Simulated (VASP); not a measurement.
Wanted: the native input for a VASP 6.6.1 run.

```
Task                   : single point
Functional             : LDA
Potentials or basis    : VASP PAW LDA potentials, release 64 (Pd)
Cutoff                 : 500 eV
k mesh                 : 19 × 19 × 19
Occupations            : fermi-dirac, width 0.08 eV
Spin                   : no spin polarisation
Dipole correction      : no
Further INCAR settings : ALGO = Normal; EDIFF = 1e-06; NBANDS = 11
```

The structure of Pd lies in POSCAR:

```
Pd
1.0
    0.0000000000      1.7829219203      1.7829219203
    1.7829219203      0.0000000000      1.7829219203
    1.7829219203      1.7829219203      0.0000000000
Pd
1
Direct
    0.0000000000      0.0000000000      0.0000000000
```

This cell differs from its parent crystal: volume scaled by 0.8.

The input as run:

INCAR

```
SYSTEM = Pd
ALGO     = Normal         ! electronic algorithm
EDIFF    = 1E-6           ! SCF threshold, eV
ENCUT    = 500            ! plane-wave cutoff, eV
GGA_COMPAT= .False.      
ISIF     = 2              ! what is computed and relaxed
ISMEAR   = -1             ! smearing method
LASPH    = .True.         ! aspherical terms in the spheres
LCHARG   = .False.        ! write CHGCAR
LREAL    = .False.        ! projectors in reciprocal space
LWAVE    = .False.        ! write WAVECAR
NBANDS   = 11             ! bands
NELM     = 120            ! most SCF steps
PREC     = Accurate       ! precision mode
SIGMA    = 0.08           ! smearing width, eV
```

KPOINTS

```
k-points
0
Gamma
  19 19 19
  0 0 0
```

Potentials or basis: VASP PAW LDA potentials, release 64 (Pd).

Run with:

```bash
$ cat potpaw_LDA.64/Pd/POTCAR > POTCAR
$ mpirun -np 1 vasp_std > vasp.out
```

Results of the run:

```json
{
  "Pressure": "91.8 GPa",
  "Band gap on the k mesh": "zero (band 5 reaches 15.35 eV, above the bottom of band 6 at 12.87 eV)"
}
```

It used 30 s of CPU time on 1 thread of AMD EPYC 7R13 Processor (Zen 3), with other jobs on the host.
